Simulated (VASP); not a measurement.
# SnO2 (R-3m) in VASP: single point with PBE+D3(BJ)

Aim: the single point of SnO2 with PBE+D3(BJ).

All numbers are computed with VASP 6.6.1; they aren't measurements. Logs are shortened: lines on timing, memory, paths and dates and some standing lists are left out, and cuts for length are marked.

## Step 1: The cell of the first run

It takes space group R-3m (No. 166, trigonal). The conventional cell has a = 3.237 Å, b = 3.237 Å, c = 12.875 Å, α = 90.00°, β = 90.00°, γ = 120.00°. Sn (site symmetry -3m) has 6 O at 2.12 Å within 2.8 Å. Within 2.8 Å of O (site symmetry 3m) lie 3 Sn at 2.12 Å and 3 O at 2.72 Å.

## Step 2: Single point, PBE+D3(BJ)

INCAR reads:

```
SYSTEM = SnO2
PREC = Accurate
ENCUT = 520
EDIFF = 1E-7
ISMEAR = 0
SIGMA = 0.05
LREAL = .FALSE.
LASPH = .TRUE.
NELM = 100
ALGO = Normal
ISIF = 2
LWAVE = .FALSE.
LCHARG = .FALSE.
GGA = PE
IVDW = 12
NBANDS = 49
```

KPOINTS reads:

```
regular mesh
0
G
  9 9 2
  0 0 0
```

POSCAR reads:

```
SnO2
1.0
   -3.2372529198      0.0000000000      0.0000000000
   -1.6186264599     -2.8035432670      0.0000000000
    0.0000000000     -0.0000000001     12.8754773976
Sn O
3 6
Direct
    0.6666666667      0.6666666667      0.8333333333
    1.0000000000      0.0000000000      0.5000000000
    0.3333333333      0.3333333333      0.1666666667
    0.6666666667      0.6666666667      0.5769333518
    1.0000000000      0.0000000000      0.2436000185
    0.3333333333      0.3333333333      0.9102666852
    0.6666666667      0.6666666667      0.0897333148
    1.0000000000      0.0000000000      0.7563999815
    0.3333333333      0.3333333333      0.4230666482
```

Potentials or basis: VASP PAW PBE potentials, release 64 (Sn_d, O).

Started as:

```sh
$ cat potpaw_PBE.64/Sn_d/POTCAR potpaw_PBE.64/O/POTCAR > POTCAR
$ mpirun -np 1 vasp_std > vasp.out
```

OUTCAR:

```text
SYSTEM = SnO2
   PREC = Accurate
   ENCUT = 520
   EDIFF = 1E-7
   ISMEAR = 0
   LREAL = .FALSE.
   LASPH = .TRUE.
   NELM = 100
   ISIF = 2
   GGA = PE
   IVDW = 12
 IVDW          = 12

 ion  position               nearest neighbor table
   1  0.667  0.667  0.833-   8 2.12   8 2.12   8 2.12   6 2.12   6 2.12   6 2.12
   2  0.000  0.000  0.500-   4 2.12   9 2.12   4 2.12   9 2.12   9 2.12   4 2.12
   3  0.333  0.333  0.167-   5 2.12   5 2.12   5 2.12   7 2.12   7 2.12   7 2.12
   4  0.667  0.667  0.577-   2 2.12   2 2.12   2 2.12
   5  0.000  0.000  0.244-   3 2.12   3 2.12   3 2.12
   6  0.333  0.333  0.910-   1 2.12   1 2.12   1 2.12
   7  0.667  0.667  0.090-   3 2.12   3 2.12   3 2.12
   8  0.000  0.000  0.756-   1 2.12   1 2.12   1 2.12
   9  0.333  0.333  0.423-   2 2.12   2 2.12   2 2.12

  LATTYP: Found a hexagonal cell.
 ALAT       =     3.2372529198
 C/A-ratio  =     3.9772849748

  Lattice vectors:

 A1 = (   1.6186264599,   2.8035432670,   0.0000000000)
 A2 = (  -3.2372529198,   0.0000000000,   0.0000000000)
 A3 = (   0.0000000000,  -0.0000000001,  12.8754773976)

Analysis of symmetry for initial positions (statically):
=====================================================================
 Subroutine PRICEL returns following result:

  LATTYP: Found a trigonal (rhomboedric) cell.
 ALAT       =     4.6811363481
 COS(alpha) =     0.7608773667

  Lattice vectors:

 A1 = (   0.0000000002,   1.8690288448,  -4.2918257988)
 A2 = (   1.6186264596,  -0.9345144225,  -4.2918258001)
 A3 = (  -1.6186264597,  -0.9345144222,  -4.2918257988)

   3 primitive cells build up your supercell.

 Routine SETGRP: Setting up the symmetry group for a
 hexagonal supercell.

 Subroutine GETGRP returns: Found 12 space group operations
 (whereof 12 operations were pure point group operations)
 out of a pool of 24 trial point group operations.

The static configuration has the point symmetry D_3d.

Analysis of symmetry for dynamics (positions and initial velocities):
=====================================================================
 Subroutine PRICEL returns following result:

  LATTYP: Found a trigonal (rhomboedric) cell.
 ALAT       =     4.6811363481
 COS(alpha) =     0.7608773667

  Lattice vectors:

 A1 = (   0.0000000002,   1.8690288448,  -4.2918257988)
 A2 = (   1.6186264596,  -0.9345144225,  -4.2918258001)
 A3 = (  -1.6186264597,  -0.9345144222,  -4.2918257988)

   3 primitive cells build up your supercell.

 Routine SETGRP: Setting up the symmetry group for a
 hexagonal supercell.

 Subroutine GETGRP returns: Found 12 space group operations
 (whereof 12 operations were pure point group operations)
 out of a pool of 24 trial point group operations.

The dynamic configuration has the point symmetry D_3d.

 Subroutine INISYM returns: Found 12 space group operations
 (whereof 12 operations are pure point group operations),
 and found     3 'primitive' translations

----------------------------------------------------------------------------------------

                                     Primitive cell

  volume of cell :      38.9517

  direct lattice vectors                    reciprocal lattice vectors
     0.000000000  1.869028845 -4.291825799    -0.000000000  0.356691481 -0.077667023
     1.618626460 -0.934514422 -4.291825800     0.308903884 -0.178345741 -0.077667023
    -1.618626460 -0.934514422 -4.291825799    -0.308903884 -0.178345740 -0.077667023

  length of vectors
     4.681136348  4.681136349  4.681136348     0.365049283  0.365049283  0.365049283

  position of ions in fractional coordinates (direct lattice)
     0.500000000  0.500000000  0.500000000
     0.756399981  0.756399981  0.756399982
     0.243600018  0.243600018  0.243600019

  ion indices of the primitive-cell ions
   primitive index   ion index
                 1           1
                 2           4
                 3           7

----------------------------------------------------------------------------------------

 KPOINTS: regular mesh

Automatic generation of k-mesh.
 Grid dimensions read from file:
 generate k-points for:    9    9    2

 Generating k-lattice:

  Cartesian coordinates                     Fractional coordinates (reciprocal lattice)
    -0.034322654  0.019816193  0.000000000     0.111111111  0.000000000 -0.000000000
     0.000000000 -0.039632387 -0.000000000     0.000000000  0.111111111  0.000000000
     0.000000000  0.000000000  0.038833512     0.000000000  0.000000000  0.500000000

  Length of vectors
     0.039632387  0.039632387  0.038833512

  Shift w.r.t. Gamma in fractional coordinates (k-lattice)
     0.000000000  0.000000000  0.000000000

 Subroutine IBZKPT returns following result:
 ===========================================

 Found     24 irreducible k-points:

 Following reciprocal coordinates:
            Coordinates               Weight
  0.000000  0.000000  0.000000      1.000000
  0.111111  0.000000  0.000000      6.000000
  0.222222  0.000000  0.000000      6.000000
  0.333333  0.000000  0.000000      6.000000
  0.444444  0.000000  0.000000      6.000000
  0.222222  0.111111 -0.000000      6.000000
[... 16 lines left out ...]
 -0.444444  0.222222  0.500000     12.000000
 -0.333333  0.333333  0.500000      2.000000
   k-points           NKPTS =     24   k-points in BZ     NKDIM =     24   number of bands    NBANDS=     49
   number of dos      NEDOS =    301   number of ions     NIONS =      9
   total plane-waves  NPLWV =  55296
   dimension x,y,z NGX =    24 NGY =   24 NGZ =   96
   dimension x,y,z NGXF=    48 NGYF=   48 NGZF=  192
   ions per type =               3   6
   NGX,Y,Z   is equivalent  to a cutoff of  12.32, 12.32, 12.40 a.u.
   NGXF,Y,Z  is equivalent  to a cutoff of  24.65, 24.65, 24.79 a.u.
 SYSTEM =  SnO2
   PREC   = accura    normal or accurate (medium, high low for compatibility)
   ISTART =      0    job   : 0-new  1-cont  2-samecut
   ICHARG =      2    charge: 1-file 2-atom 10-const
   ISPIN  =      1    spin polarized calculation?
   LNONCOLLINEAR =      F non collinear calculations
   LSORBIT =      F    spin-orbit coupling
   LASPH  =      T    aspherical Exc in radial PAW
   ENCUT  =  520.0 eV  38.22 Ry    6.18 a.u.   6.02  6.02 23.94*2*pi/ulx,y,z
   NELM   =    100;   NELMIN=  2; NELMDL= -5     # of ELM steps
   EDIFF  = 0.1E-06   stopping-criterion for ELM
   LREAL  =      F    real-space projection
   EDIFFG = 0.1E-05   stopping-criterion for IOM
   NSW    =      0    number of steps for IOM
   IBRION =     -1    ionic relax: 0-MD 1-quasi-New 2-CG
   NFREE  =      0    steps in history (QN), initial steepest desc. (CG)
   ISIF   =      2    stress and relaxation
   ISYM   =      2    0-nonsym 1-usesym 2-fastsym
   POTIM  = 0.5000    time-step for ionic-motion
   TEBEG  =    0.0;   TEEND  =   0.0 temperature during run
   PSTRESS=    0.0 pullay stress
   NELECT =      78.0000    total number of electrons
   NUPDOWN=      -1.0000    fix difference up-down
   EMIN   =  10.00;   EMAX   =-10.00  energy-range for DOS
   EFERMI =   0.00;   METHOD = LEGACY
   ISMEAR =     0;   SIGMA  =   0.05  broadening in eV -4-tet -1-fermi 0-gaus
   EFERMI_NEDOS =   21; number of points for ismear=-14 and -15
   IALGO  =     38    algorithm
   IMIX   =      4    mixing-type and parameters
     AMIX     =   0.40;   BMIX     =  1.00
     AMIX_MAG =   1.60;   BMIX_MAG =  1.00
  volume/ion in A,a.u.               =      12.98        87.62
  Fermi-wavevector in a.u.,A,eV,Ry     =   1.430729  2.703685 27.850916  2.046985
  Thomas-Fermi vector in A             =   2.550542
   LORBIT       =      0    0 simple, 1 ext, 2 COOP (PROOUT), +10 PAW based schemes
   GGA     = PE    functional components
   LHFCALC =     F    Hartree Fock is set to
   AEXX    =    0.0000 exact exchange contribution
   IVDW    =    12    specifies the selected vdW correction
   LEPSILON=     F    determine dielectric tensor
   LRPA    =     F    only Hartree local field effects (RPA)
 non-spin polarized calculation
 Gauss-broadening in eV      SIGMA  =   0.05
  energy-cutoff  :      520.00
  volume of cell :      116.85
 maximum number of plane-waves:      3186
   NGX = 13   NGY = 13   NGZ = 47

 number of electron      78.0000013 magnetization

 Free energy of the ion-electron system (eV)
  ---------------------------------------------------
  ext. energy  EPLUGINS =         0.00000000
  ---------------------------------------------------
  free energy    TOTEN  =       -54.49614946 eV

  energy without entropy =      -54.49614946  energy(sigma->0) =      -54.49614946

 E-fermi :   5.0859     XC(G=0): -10.7305

 val. band max:        4.8697589011   @ k =   0.0000   0.0000   0.0000
 cond. band min:       6.4237801452   @ k =   0.0000   0.0000   0.0000
 fundamental gap:      1.5540212441
 Fermi energy:         5.0859128679

 k-point     1 :       0.0000    0.0000    0.0000
  band No.  band energies     occupation
      1     -15.3926      2.00000
      2     -15.3926      2.00000
      3     -15.3886      2.00000
      4     -15.1454      2.00000
      5     -15.1454      2.00000
      6     -15.1444      2.00000
[... 41 lines left out ...]
     48      15.8482      0.00000
     49      15.8482      0.00000

 k-point     2 :       0.1111    0.0000    0.0000
  band No.  band energies     occupation
      1     -15.3507      2.00000
      2     -15.3506      2.00000
      3     -15.3457      2.00000
      4     -15.2402      2.00000
      5     -15.2386      2.00000
      6     -15.2362      2.00000
[... 41 lines left out ...]
     48      15.2629      0.00000
     49      15.8692      0.00000

 k-point     3 :       0.2222    0.0000    0.0000
  band No.  band energies     occupation
      1     -15.5297      2.00000
      2     -15.5253      2.00000
      3     -15.5203      2.00000
      4     -15.1959      2.00000
      5     -15.1919      2.00000
      6     -15.1870      2.00000
[... 1081 lines left out ...]
     48      15.0527      0.00000
     49      15.8000      0.00000

 k-point    24 :      -0.3333    0.3333    0.5000
  band No.  band energies     occupation
      1     -15.5830      2.00000
      2     -15.5830      2.00000
      3     -15.5830      2.00000
      4     -15.5823      2.00000
      5     -15.5823      2.00000
      6     -15.5823      2.00000
[... 41 lines left out ...]
     48      14.9720      0.00000
     49      15.2114      0.00000

------------------------ aborting loop because EDIFF is reached ----------------------------------------

 Edisp (eV)   -1.80909

 E8    (eV) :    -0.7192

  FORCE on cell =-STRESS in cart. coord.  units (eV):
  Direction    XX          YY          ZZ          XY          YZ          ZX
  --------------------------------------------------------------------------------------
  -------------------------------------------------------------------------------------
  Total       0.67134     0.67134     0.16877     0.00000    -0.00000     0.00000
  in kB       9.20461     9.20461     2.31400     0.00000    -0.00000     0.00000
  external pressure =        6.91 kB  Pullay stress =        0.00 kB

 VOLUME and BASIS-vectors are now :
 -----------------------------------------------------------------------------
  energy-cutoff  :      520.00
  volume of cell :      116.85
      direct lattice vectors                 reciprocal lattice vectors
    -3.237252920  0.000000000  0.000000000    -0.308903884  0.178345741  0.000000000
    -1.618626460 -2.803543267  0.000000000     0.000000000 -0.356691481 -0.000000000
     0.000000000 -0.000000000 12.875477398     0.000000000  0.000000000  0.077667023

 POSITION                                       TOTAL-FORCE (eV/Angst)
 -----------------------------------------------------------------------------------
     -3.23725     -1.86903     10.72956         0.000000      0.000000      0.000000
      0.00000     -0.00000      6.43774         0.000000     -0.000000      0.000000
     -1.61863     -0.93451      2.14591         0.000000     -0.000000      0.000000
     -3.23725     -1.86903      7.42829         0.000000     -0.000000      0.056424
      0.00000     -0.00000      3.13647         0.000000     -0.000000      0.056424
     -1.61863     -0.93451     11.72012         0.000000     -0.000000      0.056424
     -3.23725     -1.86903      1.15536        -0.000000      0.000000     -0.056424
      0.00000     -0.00000      9.73901        -0.000000      0.000000     -0.056424
     -1.61863     -0.93451      5.44719        -0.000000      0.000000     -0.056424
 -----------------------------------------------------------------------------------
    total drift:                                0.000000     -0.000000      0.000000

  FREE ENERGIE OF THE ION-ELECTRON SYSTEM (eV)
  ---------------------------------------------------
  free  energy   TOTEN  =       -56.3052427547 eV

  energy  without entropy=      -56.3052427547  energy(sigma->0) =      -56.30524275
```

It took 2.1 min on 1 thread of AMD EPYC 7R13 (Zen 3), shared host; peak memory 0.25 GiB.

What came out:

* Free energy: -56.3052 eV
* Pressure: 0.7 GPa
* Largest force: 0.056 eV/Å
* Band gap on the k mesh: 1.55 eV
* Dispersion energy per atom: -0.201 eV

Forces in eV/Å, atoms in the order of the input:
```
Sn   0.000  0.000  0.000
Sn   0.000  0.000  0.000
Sn   0.000  0.000  0.000
O    0.000  0.000  0.056
O    0.000  0.000  0.056
O    0.000  0.000  0.056
O    0.000  0.000 -0.056
O    0.000  0.000 -0.056
O    0.000  0.000 -0.056
```

Levels at points of the mesh, in eV from the valence-band top:
| k point | band 36 | band 37 | band 38 | band 39 | band 40 | band 41 | band 42 | band 43 |
| --- | --- | --- | --- | --- | --- | --- | --- | --- |
| (0.00, 0.00, 0.00) | -1.11 | -1.11 | -1.11 | 0.00 | 1.55 | 3.09 | 3.09 | 5.44 |
| (0.00, 0.00, 0.50) | -1.09 | -1.09 | -0.62 | -0.62 | 2.20 | 2.20 | 3.48 | 5.54 |

Caveat: spin-orbit coupling is left out, which moves the levels of the heavy elements.
